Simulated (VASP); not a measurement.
# Au (Fm-3m) in VASP: a series of runs

The runs below take Au through single point, relaxation of cell and atoms, with PBEsol.

All numbers are computed with VASP 6.6.1; they aren't measurements. Logs are shortened: lines on timing, memory, paths and dates and some standing lists are left out, and cuts for length are marked.

**1. The cell of the first run**

It takes space group Fm-3m (No. 225, cubic). Conventional cell: a = 4.117 Å, b = 4.117 Å, c = 4.117 Å, α = 90.00°, β = 90.00°, γ = 90.00°. Au (site symmetry m-3m) has 12 Au at 2.91 Å within 3.8 Å.

**2. Single point, PBEsol**

INCAR

```
PREC = Accurate ; ENCUT = 520
EDIFF = 1E-6 ; ISMEAR = 0
SIGMA = 0.1 ; LREAL = F
LASPH = T ; NELM = 80
ALGO = Normal ; ISIF = 2
LWAVE = F ; LCHARG = F
GGA = PS ; NBANDS = 12
```

KPOINTS

```
regular mesh
0
Gamma
  8 8 8
```

POSCAR

```
Au
1.0
    0.0000000000      2.0585000000      2.0585000000
    2.0585000000      0.0000000000      2.0585000000
    2.0585000000      2.0585000000      0.0000000000
Au
1
Direct
    0.0000000000      0.0000000000      0.0000000000
```

Potentials or basis: VASP PAW PBE potentials, release 64 (Au).

Started as:

```bash
cat potpaw_PBE.64/Au/POTCAR > POTCAR
mpirun -np 1 vasp_std > vasp.out
```

OUTCAR:

```text
PREC = Accurate
   ENCUT = 520
   EDIFF = 1E-6
   ISMEAR = 0
   LREAL = F
   LASPH = T
   NELM = 80
   ISIF = 2
   GGA = PS

 ion  position               nearest neighbor table
   1  0.000  0.000  0.000-

  LATTYP: Found a face centered cubic cell.
 ALAT       =     4.1170000000

  Lattice vectors:

 A1 = (   0.0000000000,   2.0585000000,   2.0585000000)
 A2 = (   2.0585000000,   0.0000000000,   2.0585000000)
 A3 = (   2.0585000000,   2.0585000000,   0.0000000000)

Analysis of symmetry for initial positions (statically):
=====================================================================
 Subroutine PRICEL returns:
 Original cell was already a primitive cell.

 Routine SETGRP: Setting up the symmetry group for a
 face centered cubic supercell.

 Subroutine GETGRP returns: Found 48 space group operations
 (whereof 48 operations were pure point group operations)
 out of a pool of 48 trial point group operations.

The static configuration has the point symmetry O_h .

Analysis of symmetry for dynamics (positions and initial velocities):
=====================================================================
 Subroutine PRICEL returns:
 Original cell was already a primitive cell.

 Routine SETGRP: Setting up the symmetry group for a
 face centered cubic supercell.

 Subroutine GETGRP returns: Found 48 space group operations
 (whereof 48 operations were pure point group operations)
 out of a pool of 48 trial point group operations.

The dynamic configuration has the point symmetry O_h .

 Subroutine INISYM returns: Found 48 space group operations
 (whereof 48 operations are pure point group operations),
 and found     1 'primitive' translations

----------------------------------------------------------------------------------------

                                     Primitive cell

  volume of cell :      17.4455

  direct lattice vectors                    reciprocal lattice vectors
     0.000000000  2.058500000  2.058500000    -0.242895312  0.242895312  0.242895312
     2.058500000  0.000000000  2.058500000     0.242895312 -0.242895312  0.242895312
     2.058500000  2.058500000  0.000000000     0.242895312  0.242895312 -0.242895312

  length of vectors
     2.911158618  2.911158618  2.911158618     0.420707022  0.420707022  0.420707022

  position of ions in fractional coordinates (direct lattice)
     0.000000000  0.000000000  0.000000000

  ion indices of the primitive-cell ions
   primitive index   ion index
                 1           1

----------------------------------------------------------------------------------------

 KPOINTS: regular mesh

Automatic generation of k-mesh.
 Grid dimensions read from file:
 generate k-points for:    8    8    8

 Generating k-lattice:

  Cartesian coordinates                     Fractional coordinates (reciprocal lattice)
    -0.030361914  0.030361914  0.030361914     0.125000000  0.000000000  0.000000000
     0.030361914 -0.030361914  0.030361914     0.000000000  0.125000000  0.000000000
     0.030361914  0.030361914 -0.030361914     0.000000000  0.000000000  0.125000000

  Length of vectors
     0.052588378  0.052588378  0.052588378

  Shift w.r.t. Gamma in fractional coordinates (k-lattice)
     0.000000000  0.000000000  0.000000000

 Subroutine IBZKPT returns following result:
 ===========================================

 Found     29 irreducible k-points:

 Following reciprocal coordinates:
            Coordinates               Weight
  0.000000  0.000000  0.000000      1.000000
  0.125000  0.000000  0.000000      8.000000
  0.250000  0.000000  0.000000      8.000000
  0.375000  0.000000  0.000000      8.000000
  0.500000  0.000000  0.000000      4.000000
  0.125000  0.125000  0.000000      6.000000
[... 16 lines left out ...]
  0.500000  0.250000  0.125000     48.000000
 -0.375000  0.250000  0.125000     24.000000
 [... further k-points ...]
   k-points           NKPTS =     29   k-points in BZ     NKDIM =     29   number of bands    NBANDS=     12
   number of dos      NEDOS =    301   number of ions     NIONS =      1
   total plane-waves  NPLWV =  13824
   dimension x,y,z NGX =    24 NGY =   24 NGZ =   24
   dimension x,y,z NGXF=    48 NGYF=   48 NGZF=   48
   ions per type =               1
   NGX,Y,Z   is equivalent  to a cutoff of  13.71, 13.71, 13.71 a.u.
   NGXF,Y,Z  is equivalent  to a cutoff of  27.41, 27.41, 27.41 a.u.
 SYSTEM =  unknown system
   PREC   = accura    normal or accurate (medium, high low for compatibility)
   ISTART =      0    job   : 0-new  1-cont  2-samecut
   ICHARG =      2    charge: 1-file 2-atom 10-const
   ISPIN  =      1    spin polarized calculation?
   LNONCOLLINEAR =      F non collinear calculations
   LSORBIT =      F    spin-orbit coupling
   LASPH  =      T    aspherical Exc in radial PAW
   ENCUT  =  520.0 eV  38.22 Ry    6.18 a.u.   5.41  5.41  5.41*2*pi/ulx,y,z
   NELM   =     80;   NELMIN=  2; NELMDL= -5     # of ELM steps
   EDIFF  = 0.1E-05   stopping-criterion for ELM
   LREAL  =      F    real-space projection
   EDIFFG = 0.1E-04   stopping-criterion for IOM
   NSW    =      0    number of steps for IOM
   IBRION =     -1    ionic relax: 0-MD 1-quasi-New 2-CG
   NFREE  =      0    steps in history (QN), initial steepest desc. (CG)
   ISIF   =      2    stress and relaxation
   ISYM   =      2    0-nonsym 1-usesym 2-fastsym
   POTIM  = 0.5000    time-step for ionic-motion
   TEBEG  =    0.0;   TEEND  =   0.0 temperature during run
   PSTRESS=    0.0 pullay stress
   NELECT =      11.0000    total number of electrons
   NUPDOWN=      -1.0000    fix difference up-down
   EMIN   =  10.00;   EMAX   =-10.00  energy-range for DOS
   EFERMI =   0.00;   METHOD = LEGACY
   ISMEAR =     0;   SIGMA  =   0.10  broadening in eV -4-tet -1-fermi 0-gaus
   EFERMI_NEDOS =   21; number of points for ismear=-14 and -15
   IALGO  =     38    algorithm
   IMIX   =      4    mixing-type and parameters
     AMIX     =   0.40;   BMIX     =  1.00
     AMIX_MAG =   1.60;   BMIX_MAG =  1.00
  volume/ion in A,a.u.               =      17.45       117.73
  Fermi-wavevector in a.u.,A,eV,Ry     =   1.403820  2.652836 26.813157  1.970711
  Thomas-Fermi vector in A             =   2.526444
   LORBIT       =      0    0 simple, 1 ext, 2 COOP (PROOUT), +10 PAW based schemes
   GGA     = PS    functional components
   LHFCALC =     F    Hartree Fock is set to
   AEXX    =    0.0000 exact exchange contribution
   IVDW    =     0    specifies the selected vdW correction
   LEPSILON=     F    determine dielectric tensor
   LRPA    =     F    only Hartree local field effects (RPA)
 non-spin polarized calculation
 Gauss-broadening in eV      SIGMA  =   0.10
  energy-cutoff  :      520.00
  volume of cell :       17.45
 maximum number of plane-waves:       489
 NGX is ok and might be reduce to    24
   NGX = 11   NGY = 11   NGZ = 11

 number of electron      11.0000001 magnetization

 Free energy of the ion-electron system (eV)
  ---------------------------------------------------
  ext. energy  EPLUGINS =         0.00000000
  ---------------------------------------------------
  free energy    TOTEN  =        -3.88204316 eV

  energy without entropy =       -3.87890251  energy(sigma->0) =       -3.88047284

 E-fermi :   8.8146     XC(G=0): -12.7450

 val. band max:        8.7406046165   @ k =   0.5000   0.2500   0.1250
 cond. band min:       9.0035843445   @ k =   0.5000   0.3750   0.1250
 fundamental gap:      0.2629797280
 Fermi energy:         8.8146485361

 k-point     1 :       0.0000    0.0000    0.0000
  band No.  band energies     occupation
      1      -0.7815      2.00000
      2       4.3450      2.00000
      3       4.3450      2.00000
      4       4.3450      2.00000
      5       5.8144      2.00000
      6       5.8144      2.00000
      7      23.4198      0.00000
      8      27.2805      0.00000
      9      27.2805      0.00000
     10      27.2805      0.00000
     11      32.0715      0.00000
     12      36.4845      0.00000

 k-point     2 :       0.1250    0.0000    0.0000
  band No.  band energies     occupation
      1      -0.2607      2.00000
      2       4.1979      2.00000
      3       4.5040      2.00000
      4       4.5040      2.00000
      5       5.7584      2.00000
      6       5.7584      2.00000
      7      23.8034      0.00000
      8      24.7445      0.00000
      9      27.8537      0.00000
     10      27.8537      0.00000
     11      31.9919      0.00000
     12      34.2119      0.00000

 k-point     3 :       0.2500    0.0000    0.0000
  band No.  band energies     occupation
      1       0.9939      2.00000
      2       4.2091      2.00000
      3       4.6169      2.00000
      4       4.6169      2.00000
      5       5.9729      2.00000
      6       5.9729      2.00000
      7      19.8718      0.00000
      8      24.4350      0.00000
      9      28.5321      0.00000
     10      28.5321      0.00000
     11      30.4275      0.00000
     12      31.7018      0.00000
[... 286 lines left out ...]
 k-point    23 :       0.5000    0.2500    0.1250
  band No.  band energies     occupation
      1       2.7645      2.00000
      2       3.8758      2.00000
      3       4.0581      2.00000
      4       5.3516      2.00000
      5       6.4952      2.00000
      6       8.7406      1.70496
      7      15.7453      0.00000
      8      20.6221      0.00000
      9      23.0259      0.00000
     10      27.2017      0.00000
     11      31.1204      0.00000
     12      34.6767      0.00000

 k-point    24 :      -0.3750    0.2500    0.1250
  band No.  band energies     occupation
      1       2.7721      2.00000
      2       3.7016      2.00000
      3       4.7632      2.00000
      4       5.1547      2.00000
      5       6.8351      2.00000
      6      11.4876      0.00000
      7      11.8317      0.00000
      8      20.8495      0.00000
      9      21.8460      0.00000
     10      26.4093      0.00000
     11      32.4858      0.00000
     12      35.5127      0.00000

 [... further k-points ...]
[... 5 lines left out ...]
  --------------------------------------------------------------------------------------
  -------------------------------------------------------------------------------------
  Total       -0.3754744     -0.3754744     -0.3754744     -0.0000000     -0.0000000      0.0000000
  in kB      -34.4832599    -34.4832599    -34.4832599     -0.0000000     -0.0000000      0.0000000
  external PRESSURE =     -34.4832599 kB  Pullay stress =       0.0000000 kB

 VOLUME and BASIS-vectors are now :
 -----------------------------------------------------------------------------
  energy-cutoff  :      520.00
  volume of cell :       17.45
      direct lattice vectors                 reciprocal lattice vectors
     0.000000000  2.058500000  2.058500000    -0.242895312  0.242895312  0.242895312
     2.058500000  0.000000000  2.058500000     0.242895312 -0.242895312  0.242895312
     2.058500000  2.058500000  0.000000000     0.242895312  0.242895312 -0.242895312

 POSITION                                       TOTAL-FORCE (eV/Angst)
 -----------------------------------------------------------------------------------
      0.00000      0.00000      0.00000        -0.000000      0.000000     -0.000000
 -----------------------------------------------------------------------------------
    total drift:                               -0.000000      0.000000      0.000000

  FREE ENERGIE OF THE ION-ELECTRON SYSTEM (eV)
  ---------------------------------------------------
  free  energy   TOTEN  =        -3.8820431638 eV

  energy  without entropy=       -3.8789025130  energy(sigma->0) =       -3.88047284
```

Wall time 13 s (1 thread of AMD EPYC 7R43 (Zen 3), shared host); peak memory 0.11 GiB.

What came out:

```
Free energy : -3.8820 eV
Pressure    : -3.4 GPa
```

Caveat: the PAW data sets were made with another functional, which shifts forces and pressure a little; spin-orbit coupling is left out, which moves the levels of the heavy elements.

**3. Single point, PBEsol**

This run uses another cell than the first one, of 17.02 Å³/atom, 0.976 times its volume.

INCAR

```
PREC = Accurate
ENCUT = 520
EDIFF = 1E-6
ISMEAR = 0
SIGMA = 0.1
LREAL = F
LASPH = T
NELM = 80
ALGO = Fast
ISIF = 2
LWAVE = F
LCHARG = F
GGA = PS
NBANDS = 12
```

KPOINTS

```
regular mesh
0
Gamma
  18 18 18
```

POSCAR

```
Au
1.0
    0.0000000000      2.0417677953      2.0417677953
    2.0417677953      0.0000000000      2.0417677953
    2.0417677953      2.0417677953      0.0000000000
Au
1
Direct
    0.0000000000      0.0000000000      0.0000000000
```

Potentials or basis: VASP PAW PBE potentials, release 64 (Au).

Started as:

```bash
cat potpaw_PBE.64/Au/POTCAR > POTCAR
mpirun -np 1 vasp_std > vasp.out
```

Run time: 82 s. Hardware: 1 thread of AMD EPYC 7R43 (Zen 3), shared host; peak memory 0.14 GiB.

Results (log left out):

* Free energy: -3.9251 eV
* Pressure: -0.2 GPa

Levels at points of the mesh, in eV from the Fermi level:
```csv
k point,band 4,band 5,band 6,band 7,band 8,band 9
"(0.00, 0.00, 0.00)",-4.65,-3.12,-3.12,14.53,18.53,18.53
"(0.50, 0.00, 0.00)",-1.91,-1.91,-1.00,3.09,13.97,17.13
"(0.50, 0.50, 0.00)",-1.59,-1.59,0.98,5.78,9.99,9.99
```

Caveat: the PAW data sets were made with another functional, which shifts forces and pressure a little; spin-orbit coupling is left out, which moves the levels of the heavy elements.

**4. Relaxation of cell and atoms, PBEsol**

INCAR

```
ALGO     = Fast           # electronic algorithm
EDIFF    = 1E-6           # SCF threshold, eV
EDIFFG   = -0.002         # ionic threshold
ENCUT    = 600            # plane-wave cutoff, eV
GGA      = PS             # functional
IBRION   = 2              # ionic algorithm
ISIF     = 3              # what is computed and relaxed
ISMEAR   = 0              # smearing method
LASPH    = True           # aspherical terms in the spheres
LCHARG   = False          # write CHGCAR
LREAL    = False          # projectors in reciprocal space
LWAVE    = False          # write WAVECAR
NELM     = 100            # most SCF steps
NSW      = 100            # ionic steps
PREC     = Accurate       # precision mode
SIGMA    = 0.1            # smearing width, eV
```

KPOINTS

```
k-points
0
Gamma
  18 18 18
```

POSCAR

```
Au
1.0
    0.0000000000      2.0585000000      2.0585000000
    2.0585000000      0.0000000000      2.0585000000
    2.0585000000      2.0585000000      0.0000000000
Au
1
Direct
    0.0000000000      0.0000000000      0.0000000000
```

Started as:

```bash
cat potpaw_PBE.64/Au/POTCAR > POTCAR
mpirun -np 1 vasp_std > vasp.out
```

Run time: 3.2 min. Hardware: 1 thread of AMD EPYC 7R43 (Zen 3), shared host; peak memory 0.14 GiB.

Results (log left out):

| Quantity | Value |
| --- | --- |
| Free energy | -3.9250 eV |
| Relaxed volume | 17.01 Å³/atom |
| Relaxed cell | a = 2.887 Å, b = 2.887 Å, c = 2.887 Å, α = 60.00°, β = 60.00°, γ = 60.00° |
| Space group after relaxing (to 0.05 Å) | Fm-3m (No. 225) |
| Energy gained by relaxing | 5.9 meV/atom |
| Ionic steps | 8 |
| Pressure after relaxing | 0.0 GPa |

The path:
| step | energy change (eV) | largest force (eV/Å) | pressure (GPa) | volume (Å³) |
| --- | --- | --- | --- | --- |
| 1 | 0.0000 | 0.0000 | -4.08 | 17.45 |
| 2 | 0.0094 | 0.0000 | 7.57 | 16.35 |
| 3 | -0.0059 | 0.0000 | -0.27 | 17.02 |
| 4 | -0.0059 | 0.0000 | 0.16 | 16.99 |
| 5 | -0.0059 | 0.0000 | 0.09 | 17.00 |
| 6 | -0.0059 | 0.0000 | -0.09 | 17.02 |
| 7 | -0.0059 | 0.0000 | -0.08 | 17.01 |
| 8 | -0.0059 | 0.0000 | 0.01 | 17.01 |

Final structure:
```cif
data_structure
_symmetry_space_group_name_H-M 'P 1'
_symmetry_Int_Tables_number 1
_cell_length_a 2.8866
_cell_length_b 2.8866
_cell_length_c 2.8866
_cell_angle_alpha 60.000
_cell_angle_beta 60.000
_cell_angle_gamma 60.000
_cell_volume 17.01
loop_
_atom_site_label
_atom_site_type_symbol
_atom_site_fract_x
_atom_site_fract_y
_atom_site_fract_z
_atom_site_occupancy
Au1 Au 0.00000 0.00000 0.00000 1
```

Levels at points of the mesh, in eV from the Fermi level:
```
           k point  band 4  band 5  band 6  band 7  band 8  band 9
(0.00, 0.00, 0.00)   -4.66   -3.12   -3.12   14.53   18.53   18.53
(0.50, 0.00, 0.00)   -1.92   -1.92   -1.01    3.10   13.97   17.14
(0.50, 0.50, 0.00)   -1.59   -1.59    0.98    5.79    9.99    9.99
```

Caveat: the PAW data sets were made with another functional, which shifts forces and pressure a little; spin-orbit coupling is left out, which moves the levels of the heavy elements.

**5. Summary**

| task | cell | k mesh | cutoff (eV) | gap on the mesh (eV) | pressure (GPa) |
| --- | --- | --- | --- | --- | --- |
| single point | a = 2.911 Å, angles 60.0°, 1 atom | 8 × 8 × 8 | 520 | none | -3.4 |
| single point | a = 2.887 Å, angles 60.0°, 1 atom | 18 × 18 × 18 | 520 | none | -0.2 |
| relaxation of cell and atoms | relaxed from a = 2.911 Å, angles 60.0°, 1 atom | 18 × 18 × 18 | 600 | none | 0.0 |

Alike in all rows: level PBEsol; potentials or basis VASP PAW PBE potentials, release 64 (Au); no spin polarisation; smearing gaussian 0.1 eV.

Caveats: the PAW data sets were made with another functional, which shifts forces and pressure a little; spin-orbit coupling is left out, which moves the levels of the heavy elements.

Total energies depend on the potentials used, so only differences within one code and one set of settings carry meaning.
